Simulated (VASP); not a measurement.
Here is a VASP 6.6.1 calculation.

INCAR

```
SYSTEM = Br
  PREC = Accurate
  ENCUT = 520
  EDIFF = 1E-6
  ISMEAR = -1
  SIGMA = 0.1034
  LREAL = Auto
  LASPH = .TRUE.
  NELM = 80
  ALGO = Normal
  ISIF = 2
  LWAVE = .FALSE.
  LCHARG = .TRUE.
  GGA = PS
  LELF = .TRUE.
  LVHAR = .TRUE.
  NBANDS = 78
```

File KPOINTS:

```
Automatic mesh
0
Gamma
  2 2 2
  0.5 0.5 0.5
```

The input POSCAR:

```
Br
1.0
    2.8844480144      2.8844480144      7.2491907315
   -8.6533440431      0.0000000000      0.0000000000
    0.0000000000     -8.6533440431      0.0000000000
Br
18
Direct
   -0.0003523152      0.6705735651      0.6608981148
    0.9879595206      0.3272888335      0.6595342620
   -0.0005200581      0.0115564479      0.6645442376
    1.0046969751      0.6845869256      0.3330049263
    0.4916639846      0.6631390334      0.6606857621
   -0.0013515991      0.3366236646      0.3283912402
    0.4860139746      0.3136505414      0.6594134031
    0.0039945148     -0.0040810847      0.3361902585
    0.5012894728     -0.0058415077      0.6720508737
    0.0154898670      0.6692298015      0.0022452263
    0.5092764333      0.6718096920      0.3410792847
    0.0019535974      0.3311856128      0.0013570534
    0.5104302173      0.3471003131      0.3415268608
    0.0028254188     -0.0018395462      0.0045572872
    0.5005078683      0.0016778400      0.3378100896
    0.4895837524      0.6624403068      0.0017097301
    0.4895729926      0.3248676849      0.0028371513
    0.4977337656      0.9971723219      1.0135792739
```

Potentials or basis: VASP PAW PBE potentials, release 64 (Br).

Command:

```bash
$ cat potpaw_PBE.64/Br/POTCAR > POTCAR
$ mpirun -np 1 vasp_std > vasp.out
```

(1) What does it give for the pressure?

(2) Estimate the band gap on the k mesh.

(3) What does it give for the largest force?

## Answers

(1) -1.7 GPa.

(2) 0.02 eV.

(3) 0.288 eV/Å.

Caveat: the smearing spreads over this small gap; the atoms stand as in a frame of molecular dynamics; the PAW data sets were made with another functional, which shifts forces and pressure a little; a shifted mesh leaves out Γ, where band edges can lie.
